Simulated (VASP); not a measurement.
A run of VASP 6.6.1 is set up as follows.

The input INCAR:

```
ALGO = Normal ; EDIFF = 1E-7
ENCUT = 520 ; GGA = PE
ISIF = 2 ; ISMEAR = 0
LASPH = True ; LCHARG = True
LELF = True ; LREAL = False
LVHAR = True ; LWAVE = False
NBANDS = 16 ; NELM = 60
PREC = Accurate ; SIGMA = 0.05
```

The input KPOINTS:

```
k-points
0
Gamma
  9 9 6
```

File POSCAR:

```
AlN
1.0
    3.1298889828      0.0000000000     -0.2347416737
   -1.5649444914      2.7105633702      0.1173708369
   -0.3762717222      0.0000000000      4.8162780443
Al N
2 2
Direct
    0.3411271647      0.6661680758     -0.0014339245
    0.6749590890      0.3338319242      0.4985660755
    0.3282492023      0.6725846582      0.3864339245
    0.6556645440      0.3274153418      0.8864339245
```

Potentials or basis: VASP PAW PBE potentials, release 64 (Al, N).

Run with:

```console
$ cat potpaw_PBE.64/Al/POTCAR potpaw_PBE.64/N/POTCAR > POTCAR
$ mpirun -np 1 vasp_std > vasp.out
```

Predict the pressure.

8.4 GPa.

Estimate the largest force.

0.005 eV/Å.

Estimate the band gap on the k mesh.

3.52 eV, direct.

Forces on the atoms (eV/Å):
```
Al   0.001  0.005 -0.001
Al   0.001 -0.005 -0.001
N   -0.001 -0.005  0.001
N   -0.001  0.005  0.001
```

Caveat: the cell differs from its parent crystal (engineering shear strain xz -0.1500, normal strain along z -0.0400). A k mesh can miss the band edges.
